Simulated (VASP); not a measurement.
# AlN: relaxation of the atoms with PBEsol

Crystal: AlN.

```
Al N
1.0
     3.11383    0.00000    0.00000
    -1.55692    2.69666    0.00000
     0.00000    0.00000    4.95794
Al N
2 2
Direct
  0.33333 0.66667 0.99899
  0.66667 0.33333 0.49899
  0.33333 0.66667 0.38101
  0.66667 0.33333 0.88101
```

This cell differs from its parent crystal: z stretched by -0.5 %, x and y held.

```
Program                : VASP 6.6.1
Task                   : relaxation of the atoms
Functional             : PBEsol
Potentials or basis    : VASP PAW PBE potentials, release 64 (Al, N)
Cutoff                 : 520 eV
k mesh                 : 8 × 8 × 6
Occupations            : gaussian, width 0.01 eV
Spin                   : no spin polarisation
Dipole correction      : no
Further INCAR settings : ALGO = Normal; EDIFF = 1e-06; IBRION = 2; EDIFFG = -0.002; NSW = 50
```

```
Energy gained by relaxing : 0.1 meV/atom
Ionic steps               : 3
Pressure after relaxing   : 1.0 GPa
Band gap on the k mesh    : 4.13 eV, direct
```

Stress tensor (GPa, compression positive):
```
0.54 0.00 0.00
0.00 0.54 0.00
0.00 0.00 1.80
```

Step by step:
```
step  energy change (eV)  largest force (eV/Å)  pressure (GPa)
   1              0.0000                0.0653            0.94
   2             -0.0003                0.0158            0.95
   3             -0.0003                0.0001            0.96
```

Final structure:
```
CELL_PARAMETERS angstrom
3.11383 0.00000 0.00000
-1.55692 2.69666 0.00000
0.00000 0.00000 4.95794
ATOMIC_POSITIONS crystal
Al 0.33333 0.66667 0.99848
Al 0.66667 0.33333 0.49848
N 0.33333 0.66667 0.38152
N 0.66667 0.33333 0.88152
```

Levels at points of the mesh, in eV from the valence-band top:
```tsv
k point	band 6	band 7	band 8	band 9	band 10	band 11
(0.00, 0.00, 0.00)	-0.27	-0.27	0.00	4.13	6.51	10.54
(0.50, 0.00, 0.00)	-2.18	-1.84	-0.74	5.63	5.69	8.08
(0.00, 0.00, 0.50)	-0.62	-0.62	-0.62	6.36	6.36	10.23
(0.50, 0.00, 0.50)	-1.54	-1.40	-1.40	5.17	5.17	9.12
```

Run time: 23 s on 1 thread of Intel(R) Xeon(R) Platinum 8375C CPU @ 2.90GHz (Ice Lake), with other jobs on the host, peak memory 0.16 GiB.

Caveat: the cell differs from its parent crystal (z stretched by -0.5 %, x and y held); the PAW data sets were made with another functional, which shifts forces and pressure a little. A k mesh can miss the band edges.
